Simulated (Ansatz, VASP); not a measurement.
# One calculation of TiO2, two programs

```
Ti O
1.0
     6.02796   -1.84502    0.00000
     6.02796    1.84502    0.00000
    -1.88896    0.00000    6.19977
Ti O
4 8
Direct
  0.90007 0.90007 0.28960
  0.19529 0.19529 0.28376
  0.09993 0.09993 0.71040
  0.80471 0.80471 0.71624
  0.36193 0.36193 0.29340
  0.26349 0.26349 0.65250
  0.86719 0.86719 0.99529
  0.73651 0.73651 0.34750
  0.94165 0.94165 0.63002
  0.13281 0.13281 0.00471
  0.63807 0.63807 0.70660
  0.05835 0.05835 0.36998
```

Alike in both runs: task single point; functional PBE; k mesh 8 × 8 × 4; occupations fermi-dirac, width 0.05 eV; no spin polarisation.

|  | VASP | Ansatz |
| --- | --- | --- |
| version | VASP 6.6.1 | Ansatz 0.2.0 |
| potentials or method | VASP PAW PBE potentials, release 64 (Ti_sv, O_h) | PseudoDojo stringent (PBE files) |
| plane-wave cutoff (eV) | 910 | 1252 |
| valence electrons in the cell | 96 | 96 |

Ansatz gave:

```
gap on the k mesh at the Fermi level (eV) : 2.98
least direct gap on the mesh (eV)         : 3.17
rms of the force components (eV/Å)        : 0.124
```

Task: What did VASP give for the same quantities?

Result: gap on the k mesh at the Fermi level (eV): 2.95; least direct gap on the mesh (eV): 3.13; rms of the force components (eV/Å): 0.142.

Atom by atom the forces differ by 0.019 eV/Å (rms over components).

Noted on VASP's run: the cutoff is under 1.25 times that of the potentials, so the pressure is a little rough.
